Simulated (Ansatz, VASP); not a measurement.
## InP in VASP and in Ansatz

INCAR

```
ALGO = Normal ; EDIFF = 1E-8
ENCUT = 520 ; GGA = PE
ISIF = 2 ; ISMEAR = -1
LASPH = T ; LCHARG = F
LEFG = T ; LREAL = F
LWAVE = F ; NBANDS = 16
NELM = 100 ; PREC = Accurate
SIGMA = 0.08
```

KPOINTS

```
k-points
0
Gamma
  12 12 12
```

Contents of POSCAR:

```
InP
1.0
    0.0000000000      2.9798790903      2.9798790903
    2.9798790903      0.0000000000      2.9798790903
    2.9798790903      2.9798790903      0.0000000000
In P
1 1
Direct
    0.0000000000      0.0000000000      0.0000000000
    0.2500000000      0.2500000000      0.2500000000
```

Input for Ansatz:

```yaml
crystal:
  lattice:
    - [0.0, 2.9798790903, 2.9798790903]
    - [2.9798790903, 0.0, 2.9798790903]
    - [2.9798790903, 2.9798790903, 0.0]
  atoms:
    - { symbol: In, position: [0.0, 0.0, 0.0] }
    - { symbol: P, position: [0.25, 0.25, 0.25] }
kpoints:
  mp_grid: { grid: [12, 12, 12] }
scf:
  occupations: { method: fermi_dirac, width: 0.08 }
hamiltonian:
  xc: pbe
  pseudopotentials: { kind: all_electron, datasets: crystal, nuclear_model: point }
output:
  forces: true
  stress: true
  eigenvalues: true
  efg: { contact_densities: true }
```

Alike in both runs: task electric field gradients; functional PBE; k mesh 12 × 12 × 12; occupations fermi-dirac, width 0.08 eV; no spin polarisation.

|  | VASP | Ansatz |
| --- | --- | --- |
| version | VASP 6.6.1 | Ansatz 0.2.0 |
| potentials or method | VASP PAW PBE potentials, release 64 (In_d, P), cutoff 520 eV | all-electron PAW with datasets made for the crystal, scalar-relativistic |

```csv
,VASP,Ansatz,Ansatz less VASP
pressure (GPa),0.0,0.0,+0.05
```

Ansatz ran all-electron here, and VASP with PAW potentials.
